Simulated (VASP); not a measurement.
# SnO2 (Pnnm) in VASP: notebook

Runs on SnO2. Level: LDA. Tasks: single point.

Everything below comes from runs of VASP 6.6.1. Logs are shortened: lines on timing, memory, paths and dates and some standing lists are left out, and cuts for length are marked.

**1. The cell of the first run**

Symmetry: Pnnm, No. 58, orthorhombic system. The conventional cell has a = 4.489 Å, b = 4.489 Å, c = 3.032 Å, α = 90.00°, β = 90.00°, γ = 90.00°. Within 2.5 Å of Sn (site symmetry 2/m) lie 6 O at 1.92 to 2.00 Å. O (site symmetry m) has 3 Sn at 1.92 to 2.00 Å and 1 O at 2.35 Å within 2.5 Å.

**2. Single point, LDA (atoms shifted along a free coordinate)**

The input, INCAR:

```
  ALGO = Normal
  EDIFF = 1E-6
  ENCUT = 520
  ISIF = 2
  ISMEAR = 0
  LASPH = True
  LCHARG = False
  LREAL = False
  LWAVE = False
  NBANDS = 35
  NELM = 100
  PREC = Accurate
  SIGMA = 0.05
```

The input, KPOINTS:

```
k-points
0
Gamma
  6 6 8
```

The input, POSCAR:

```
SnO2
1.0
    4.4886508630      0.0000000000      0.0000000000
    0.0000000000      4.4891270938      0.0000000000
    0.0000000000      0.0000000000      3.0324378838
Sn O
2 4
Direct
    0.5000000000      0.5000000000      0.5000000000
    0.0000000000      0.0000000000      0.0000000000
    0.3059920358      0.3234744991      0.0000000000
    0.8059920358      0.1765255009      0.5000000000
    0.1940079642      0.8234744991      0.5000000000
    0.6940079642      0.6765255009      0.0000000000
```

Potentials or basis: VASP PAW LDA potentials, release 64 (Sn_d, O).

Command:

```sh
$ cat potpaw_LDA.64/Sn_d/POTCAR potpaw_LDA.64/O/POTCAR > POTCAR
$ mpirun -np 1 vasp_std > vasp.out
```

OUTCAR:

```text
EDIFF = 1E-6
   ENCUT = 520
   ISIF = 2
   ISMEAR = 0
   LASPH = True
   LREAL = False
   NELM = 100
   PREC = Accurate

 ion  position               nearest neighbor table
   1  0.500  0.500  0.500-   3 1.92   6 1.92   3 1.92   6 1.92   5 2.00   4 2.00   2 3.52   2 3.52
                             2 3.52   2 3.52   2 3.52   2 3.52   2 3.52   2 3.52
   2  0.000  0.000  0.000-   4 1.92   5 1.92   4 1.92   5 1.92   3 2.00   6 2.00   1 3.52   1 3.52
                             1 3.52   1 3.52   1 3.52   1 3.52   1 3.52   1 3.52
   3  0.306  0.323  0.000-   1 1.92   1 1.92   2 2.00
   4  0.806  0.177  0.500-   2 1.92   2 1.92   1 2.00
   5  0.194  0.823  0.500-   2 1.92   2 1.92   1 2.00
   6  0.694  0.677  0.000-   1 1.92   1 1.92   2 2.00

  LATTYP: Found a simple orthorhombic cell.
 ALAT       =     3.0324378838
 B/A-ratio  =     1.4802119730
 C/A-ratio  =     1.4803690185

  Lattice vectors:

 A1 = (   0.0000000000,   0.0000000000,   3.0324378838)
 A2 = (   4.4886508630,   0.0000000000,   0.0000000000)
 A3 = (   0.0000000000,   4.4891270938,   0.0000000000)

Analysis of symmetry for initial positions (statically):
=====================================================================
 Subroutine PRICEL returns:
 Original cell was already a primitive cell.

 Routine SETGRP: Setting up the symmetry group for a
 simple orthorhombic supercell.

 Subroutine GETGRP returns: Found  8 space group operations
 (whereof  4 operations were pure point group operations)
 out of a pool of  8 trial point group operations.

The static configuration has the point symmetry C_2h.
 The point group associated with its full space group is D_2h.

Analysis of symmetry for dynamics (positions and initial velocities):
=====================================================================
 Subroutine PRICEL returns:
 Original cell was already a primitive cell.

 Routine SETGRP: Setting up the symmetry group for a
 simple orthorhombic supercell.

 Subroutine GETGRP returns: Found  8 space group operations
 (whereof  4 operations were pure point group operations)
 out of a pool of  8 trial point group operations.

The dynamic configuration has the point symmetry C_2h.
 The point group associated with its full space group is D_2h.

 Subroutine INISYM returns: Found  8 space group operations
 (whereof  4 operations are pure point group operations),
 and found     1 'primitive' translations

----------------------------------------------------------------------------------------

                                     Primitive cell

  volume of cell :      61.1040

  direct lattice vectors                    reciprocal lattice vectors
     4.488650863  0.000000000  0.000000000     0.222784090  0.000000000  0.000000000
     0.000000000  4.489127094  0.000000000     0.000000000  0.222760456  0.000000000
     0.000000000  0.000000000  3.032437884     0.000000000  0.000000000  0.329767678

  length of vectors
     4.488650863  4.489127094  3.032437884     0.222784090  0.222760456  0.329767678

  position of ions in fractional coordinates (direct lattice)
     0.500000000  0.500000000  0.500000000
     0.000000000  0.000000000  0.000000000
     0.305992036  0.323474499  0.000000000
     0.805992036  0.176525501  0.500000000
     0.194007964  0.823474499  0.500000000
     0.694007964  0.676525501  0.000000000

  ion indices of the primitive-cell ions
   primitive index   ion index
                 1           1
                 2           2
                 3           3
                 4           4
                 5           5
                 6           6

----------------------------------------------------------------------------------------

 KPOINTS: k-points

Automatic generation of k-mesh.
 Grid dimensions read from file:
 generate k-points for:    6    6    8

 Generating k-lattice:

  Cartesian coordinates                     Fractional coordinates (reciprocal lattice)
     0.037130682  0.000000000  0.000000000     0.166666667  0.000000000  0.000000000
     0.000000000  0.037126743  0.000000000     0.000000000  0.166666667  0.000000000
     0.000000000  0.000000000  0.041220960     0.000000000  0.000000000  0.125000000

  Length of vectors
     0.037130682  0.037126743  0.041220960

  Shift w.r.t. Gamma in fractional coordinates (k-lattice)
     0.000000000  0.000000000  0.000000000

 Subroutine IBZKPT returns following result:
 ===========================================

 Found     80 irreducible k-points:

 Following reciprocal coordinates:
            Coordinates               Weight
  0.000000  0.000000  0.000000      1.000000
  0.166667  0.000000  0.000000      2.000000
  0.333333  0.000000  0.000000      2.000000
  0.500000  0.000000  0.000000      1.000000
  0.000000  0.166667  0.000000      2.000000
  0.166667  0.166667  0.000000      4.000000
[... 16 lines left out ...]
  0.333333  0.166667  0.125000      8.000000
  0.500000  0.166667  0.125000      4.000000
 [... further k-points ...]
   k-points           NKPTS =     80   k-points in BZ     NKDIM =     80   number of bands    NBANDS=     35
   number of dos      NEDOS =    301   number of ions     NIONS =      6
   total plane-waves  NPLWV =  31104
   dimension x,y,z NGX =    36 NGY =   36 NGZ =   24
   dimension x,y,z NGXF=    72 NGYF=   72 NGZF=   48
   ions per type =               2   4
   NGX,Y,Z   is equivalent  to a cutoff of  13.33, 13.33, 13.16 a.u.
   NGXF,Y,Z  is equivalent  to a cutoff of  26.67, 26.66, 26.31 a.u.
 SYSTEM =  unknown system
   PREC   = accura    normal or accurate (medium, high low for compatibility)
   ISTART =      0    job   : 0-new  1-cont  2-samecut
   ICHARG =      2    charge: 1-file 2-atom 10-const
   ISPIN  =      1    spin polarized calculation?
   LNONCOLLINEAR =      F non collinear calculations
   LSORBIT =      F    spin-orbit coupling
   LASPH  =      T    aspherical Exc in radial PAW
   ENCUT  =  520.0 eV  38.22 Ry    6.18 a.u.   8.35  8.35  5.64*2*pi/ulx,y,z
   NELM   =    100;   NELMIN=  2; NELMDL= -5     # of ELM steps
   EDIFF  = 0.1E-05   stopping-criterion for ELM
   LREAL  =      F    real-space projection
   EDIFFG = 0.1E-04   stopping-criterion for IOM
   NSW    =      0    number of steps for IOM
   IBRION =     -1    ionic relax: 0-MD 1-quasi-New 2-CG
   NFREE  =      0    steps in history (QN), initial steepest desc. (CG)
   ISIF   =      2    stress and relaxation
   ISYM   =      2    0-nonsym 1-usesym 2-fastsym
   POTIM  = 0.5000    time-step for ionic-motion
   TEBEG  =    0.0;   TEEND  =   0.0 temperature during run
   PSTRESS=    0.0 pullay stress
   NELECT =      52.0000    total number of electrons
   NUPDOWN=      -1.0000    fix difference up-down
   EMIN   =  10.00;   EMAX   =-10.00  energy-range for DOS
   EFERMI =   0.00;   METHOD = LEGACY
   ISMEAR =     0;   SIGMA  =   0.05  broadening in eV -4-tet -1-fermi 0-gaus
   EFERMI_NEDOS =   21; number of points for ismear=-14 and -15
   IALGO  =     38    algorithm
   IMIX   =      4    mixing-type and parameters
     AMIX     =   0.40;   BMIX     =  1.00
     AMIX_MAG =   1.60;   BMIX_MAG =  1.00
  volume/ion in A,a.u.               =      10.18        68.73
  Fermi-wavevector in a.u.,A,eV,Ry     =   1.551384  2.931691 32.746411  2.406793
  Thomas-Fermi vector in A             =   2.655911
   LORBIT       =      0    0 simple, 1 ext, 2 COOP (PROOUT), +10 PAW based schemes
   GGA     = CA    functional components
   LHFCALC =     F    Hartree Fock is set to
   AEXX    =    0.0000 exact exchange contribution
   IVDW    =     0    specifies the selected vdW correction
   LEPSILON=     F    determine dielectric tensor
   LRPA    =     F    only Hartree local field effects (RPA)
 non-spin polarized calculation
 Gauss-broadening in eV      SIGMA  =   0.05
  energy-cutoff  :      520.00
  volume of cell :       61.10
 maximum number of plane-waves:      1671
 NGX is ok and might be reduce to    36
   NGX = 17   NGY = 17   NGZ = 11

 number of electron      52.0000011 magnetization

 Free energy of the ion-electron system (eV)
  ---------------------------------------------------
  ext. energy  EPLUGINS =         0.00000000
  ---------------------------------------------------
  free energy    TOTEN  =       -40.52173855 eV

  energy without entropy =      -40.52173855  energy(sigma->0) =      -40.52173855

 E-fermi :   8.1379     XC(G=0): -12.6363

 val. band max:        7.8303265471   @ k =   0.0000   0.0000   0.0000
 cond. band min:      11.1340026795   @ k =   0.0000   0.0000   0.0000
 fundamental gap:      3.3036761324
 Fermi energy:         8.1379208623

 k-point     1 :       0.0000    0.0000    0.0000
  band No.  band energies     occupation
      1     -13.6044      2.00000
      2     -13.0453      2.00000
      3     -11.8070      2.00000
      4     -11.7973      2.00000
      5     -11.7587      2.00000
      6     -11.5692      2.00000
[... 27 lines left out ...]
     34      21.1180      0.00000
     35      21.5942      0.00000

 k-point     2 :       0.1667    0.0000    0.0000
  band No.  band energies     occupation
      1     -13.5547      2.00000
      2     -13.0322      2.00000
      3     -11.8036      2.00000
      4     -11.7949      2.00000
      5     -11.7665      2.00000
      6     -11.6837      2.00000
[... 27 lines left out ...]
     34      21.1608      0.00000
     35      21.4311      0.00000

 k-point     3 :       0.3333    0.0000    0.0000
  band No.  band energies     occupation
      1     -13.4143      2.00000
      2     -13.0653      2.00000
      3     -11.8279      2.00000
      4     -11.7959      2.00000
      5     -11.7930      2.00000
      6     -11.7905      2.00000
[... 27 lines left out ...]
     34      21.1357      0.00000
     35      21.3227      0.00000
[... 723 lines left out ...]
 k-point    23 :       0.3333    0.1667    0.1250
  band No.  band energies     occupation
      1     -13.2915      2.00000
      2     -12.9313      2.00000
      3     -12.2992      2.00000
      4     -12.1705      2.00000
      5     -11.6749      2.00000
      6     -11.5961      2.00000
[... 27 lines left out ...]
     34      21.1602      0.00000
     35      21.4962      0.00000

 k-point    24 :       0.5000    0.1667    0.1250
  band No.  band energies     occupation
      1     -13.1229      2.00000
      2     -13.1229      2.00000
      3     -12.2347      2.00000
      4     -12.2347      2.00000
      5     -11.6366      2.00000
      6     -11.6366      2.00000
[... 27 lines left out ...]
     34      20.7773      0.00000
     35      22.0655      0.00000

 [... further k-points ...]

------------------------ aborting loop because EDIFF is reached ----------------------------------------

  FORCE on cell =-STRESS in cart. coord.  units (eV):
  Direction    XX          YY          ZZ          XY          YZ          ZX
  --------------------------------------------------------------------------------------
  -------------------------------------------------------------------------------------
  Total       17.2354195     16.4128577     26.8978918     -0.0000000      0.0000000      0.0000000
  in kB      451.9212876    430.3533081    705.2761268     -0.0000000      0.0000000      0.0000000
  external PRESSURE =     529.1835742 kB  Pullay stress =       0.0000000 kB

 VOLUME and BASIS-vectors are now :
 -----------------------------------------------------------------------------
  energy-cutoff  :      520.00
  volume of cell :       61.10
      direct lattice vectors                 reciprocal lattice vectors
     4.488650863  0.000000000  0.000000000     0.222784090  0.000000000  0.000000000
     0.000000000  4.489127094  0.000000000     0.000000000  0.222760456  0.000000000
     0.000000000  0.000000000  3.032437884     0.000000000  0.000000000  0.329767678

 POSITION                                       TOTAL-FORCE (eV/Angst)
 -----------------------------------------------------------------------------------
      2.24433      2.24456      1.51622         0.000000     -0.000000      0.000000
      0.00000      0.00000      0.00000         0.000000     -0.000000      0.000000
      1.37349      1.45212      0.00000        -2.117492     -1.902544      0.000000
      3.61782      0.79245      1.51622        -2.117492      1.902544      0.000000
      0.87083      3.69668      1.51622         2.117492     -1.902544     -0.000000
      3.11516      3.03701      0.00000         2.117492      1.902544      0.000000
 -----------------------------------------------------------------------------------
    total drift:                                0.000000      0.000000      0.000000

  FREE ENERGIE OF THE ION-ELECTRON SYSTEM (eV)
  ---------------------------------------------------
  free  energy   TOTEN  =       -40.5217385487 eV

  energy  without entropy=      -40.5217385487  energy(sigma->0) =      -40.52173855
```

It took 57 s on 1 thread of Intel Xeon 6975P-C (Granite Rapids), shared host; peak memory 0.24 GiB.

Results:

| Item | Value |
| --- | --- |
| Free energy | -40.5217 eV |
| Pressure | 52.9 GPa |
| Largest force | 2.847 eV/Å |
| Band gap on the k mesh | 3.30 eV |

Forces on the atoms (eV/Å):
```
Sn   0.000  0.000  0.000
Sn   0.000  0.000  0.000
O   -2.117 -1.903  0.000
O   -2.117  1.903  0.000
O    2.117 -1.903  0.000
O    2.117  1.903  0.000
```

Stress tensor (GPa, compression positive):
```
45.19  0.00  0.00
 0.00 43.04  0.00
 0.00  0.00 70.53
```

Caveat: the cell differs from its parent crystal (atoms shifted along a free coordinate); the cell stands under pressure; spin-orbit coupling is left out, which moves the levels of the heavy elements; forces of over 1 eV/Å act on the atoms, so gaps and moduli don't describe the material at rest.

(Part 1 of 2 ends here.)
